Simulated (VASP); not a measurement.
Wanted: the native input for a VASP 6.6.1 run.

| Quantity | Value |
| --- | --- |
| Task | single point |
| Functional | PBEsol |
| Potentials or basis | VASP PAW PBE potentials, release 64 (Mo_sv) |
| Cutoff | 520 eV |
| k mesh | 30 × 30 × 30 |
| Occupations | gaussian, width 0.15 eV |
| Spin | no spin polarisation |
| Dipole correction | no |
| Further INCAR settings | ALGO = Fast; EDIFF = 1e-06; NBANDS = 13 |

The structure of Mo lies in POSCAR:

```
Mo
1.0
   -1.4723952476      1.4723952476      1.7668742971
    1.4723952476     -1.4723952476      1.7668742971
    1.4723952476      1.4723952476     -1.7668742971
Mo
1
Direct
    0.0000000000      0.0000000000      0.0000000000
```

This cell differs from its parent crystal: ratio of the length along z to the lengths across it x 1.2, volume and fractional coordinates fixed.

One way to write it, as run:

INCAR

```
PREC = Accurate ; ENCUT = 520
EDIFF = 1E-6 ; ISMEAR = 0
SIGMA = 0.15 ; LREAL = F
LASPH = T ; NELM = 60
ALGO = Fast ; ISIF = 2
LWAVE = F ; LCHARG = F
GGA = PS ; NBANDS = 13
```

KPOINTS

```
regular mesh
0
Gamma
  30 30 30
```

Potentials or basis: VASP PAW PBE potentials, release 64 (Mo_sv).

Command:

```bash
$ cat potpaw_PBE.64/Mo_sv/POTCAR > POTCAR
$ mpirun -np 1 vasp_std > vasp.out
```

It gave:

The pressure is 3.8 GPa and the band gap on the k mesh is zero (bands 7 and 8 overlap by 4.97 eV).

Caveat: the stress differs along the axes, from -17 to 14 GPa; the PAW data sets were made with another functional, which shifts forces and pressure a little.

It took 7.2 min on 1 thread of Intel Xeon 8259CL, on a shared host, peak memory 0.45 GiB.
